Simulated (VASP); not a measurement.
Crystal: CaZr3N2.

```
CELL_PARAMETERS angstrom
5.65158 0.00000 0.00000
-2.82579 4.89441 0.00000
0.00000 0.00000 3.23757
ATOMIC_POSITIONS crystal
Ca 0.00000 0.00000 0.00000
Zr 0.50000 0.00000 0.50000
Zr 0.50000 0.50000 0.50000
Zr 0.00000 0.50000 0.50000
N 0.33333 0.66667 0.00000
N 0.66667 0.33333 0.00000
```

The cell was generated, and may not be a known phase.

- Program: VASP 6.6.1
- Task: relaxation of cell and atoms
- Functional: PBE
- Potentials or basis: VASP PAW PBE potentials, release 64 (Ca_sv, Zr_sv, N)
- Cutoff: 600 eV
- k mesh: 6 × 6 × 6
- Occupations: gaussian, width 0.1 eV
- Spin: no spin polarisation

At the start: pressure 19.7 GPa; volume 14.93 Å³/atom.

**Question.** How do energy, volume and symmetry change on relaxing?

**Answer.** Over 5 steps the energy falls by 180.0 meV/atom and the volume is 17.03 Å³/atom (+14.1 %); space group P6/mmm (No. 191, to 0.1 Å) before and after.

Step by step:
```csv
step,energy change (eV),largest force (eV/Å),pressure (GPa),volume (Å³)
1,0.0000,0.0000,19.74,89.55
2,-0.4215,0.0000,-12.84,115.35
3,-0.8975,0.0000,-2.46,103.37
4,-1.0776,0.0000,-0.50,102.29
5,-1.0797,0.0000,-0.24,102.16
```

Final structure:
```
Ca Zr N
1.0
     6.13195    0.00000    0.00000
    -3.06597    5.31042    0.00000
     0.00000    0.00000    3.13726
Ca Zr N
1 3 2
Direct
  0.00000 0.00000 0.00000
  0.50000 0.00000 0.50000
  0.50000 0.50000 0.50000
  0.00000 0.50000 0.50000
  0.33333 0.66667 0.00000
  0.66667 0.33333 0.00000
```
